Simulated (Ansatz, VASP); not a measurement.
## Al3Cu: VASP beside Ansatz

Contents of POSCAR:

```
Al3Cu
1.0
    2.7737808638      0.0000000000      0.0000000000
    0.0000000000      2.7737808638      0.0000000000
    0.0000000000      0.0000000000      7.5918631133
Al Cu
3 1
Direct
    0.0000000000      0.0000000000      0.4835350034
    0.5000000000      0.5000000000      0.2061780040
    0.5000000000      0.5000000000      0.7608920028
    0.0000000000      0.0000000000      0.0000000000
```

File INCAR.step1:

```
PREC     = Accurate       # precision mode
ENCUT    = 520            # plane-wave cutoff, eV
ISMEAR   = 0              # smearing method
SIGMA    = 0.15           # smearing width, eV
LREAL    = False          # projectors in reciprocal space
LASPH    = True           # aspherical terms in the spheres
NELM     = 80             # most SCF steps
NBANDS   = 18             # bands
GGA      = PE             # functional
ALGO     = Normal         # electronic algorithm
EDIFF    = 1E-4           # SCF threshold, eV
LWAVE    = True           # write WAVECAR
LCHARG   = False          # write CHGCAR
```

INCAR.step2

```
PREC     = Accurate       # precision mode
ENCUT    = 520            # plane-wave cutoff, eV
EDIFF    = 1E-6           # SCF threshold, eV
ISMEAR   = 0              # smearing method
SIGMA    = 0.15           # smearing width, eV
LREAL    = False          # projectors in reciprocal space
LASPH    = True           # aspherical terms in the spheres
NELM     = 80             # most SCF steps
ALGO     = Normal         # electronic algorithm
ISIF     = 2              # what is computed and relaxed
LWAVE    = False          # write WAVECAR
LCHARG   = False          # write CHGCAR
METAGGA  = R2SCAN         # meta-GGA
LMIXTAU  = True         
NBANDS   = 18             # bands
ISTART   = 1
```

File KPOINTS:

```
Automatic mesh
0
Gamma
  18 18 6
```

Input for Ansatz:

```yaml
crystal:
  lattice:
    - [2.7737808638, 0.0, 0.0]
    - [0.0, 2.7737808638, 0.0]
    - [0.0, 0.0, 7.5918631133]
  atoms:
    - { symbol: Al, position: [0.0, 0.0, 0.4835350034] }
    - { symbol: Al, position: [0.5, 0.5, 0.206178004] }
    - { symbol: Al, position: [0.5, 0.5, 0.7608920028] }
    - { symbol: Cu, position: [0.0, 0.0, 0.0] }
basis:
  ecutwfc: 500
kpoints:
  mp_grid: { grid: [18, 18, 6] }
hamiltonian:
  xc: r2scan
scf:
  occupations: { method: gaussian, width: 0.15 }
output:
  forces: true
  stress: true
  eigenvalues: true
```

Change from the starting cell: all Al atoms moved +0.125 Å, as atom 1 towards its neighbour atom 4 (Cu) at 3.796 Å.

Alike in both runs: task single point; functional r2SCAN; k mesh 18 × 18 × 6; occupations gaussian, width 0.15 eV; no spin polarisation.

|  | VASP | Ansatz |
| --- | --- | --- |
| version | VASP 6.6.1 | Ansatz 0.2.0 |
| potentials or method | VASP PAW PBE potentials, release 64 (Al, Cu), cutoff 520 eV | scalar-relativistic, plane waves, PAW |
| valence electrons in the cell | 20 | 28 |

|  | VASP | Ansatz | Ansatz less VASP |
| --- | --- | --- | --- |
| gap on the k mesh at the Fermi level (eV) | none | none | - |
| pressure (GPa) | 0.3 | 0.4 | +0.19 |
| traceless stress, the component that is largest in VASP (GPa) | -0.21 | -0.20 | +0.002 |
| rms of the force components (eV/Å) | 0.278 | 0.276 | -0.0014 |

VASP's potentials were made for PBE, not for r2SCAN. Atom by atom the forces differ by 0.007 eV/Å (rms over components). A gap of «none» marks a metal or a gap that the smearing closes. VASP's potentials hold 20 valence electrons a cell and Ansatz's 28, so a difference there can come from the potentials and not from the codes.
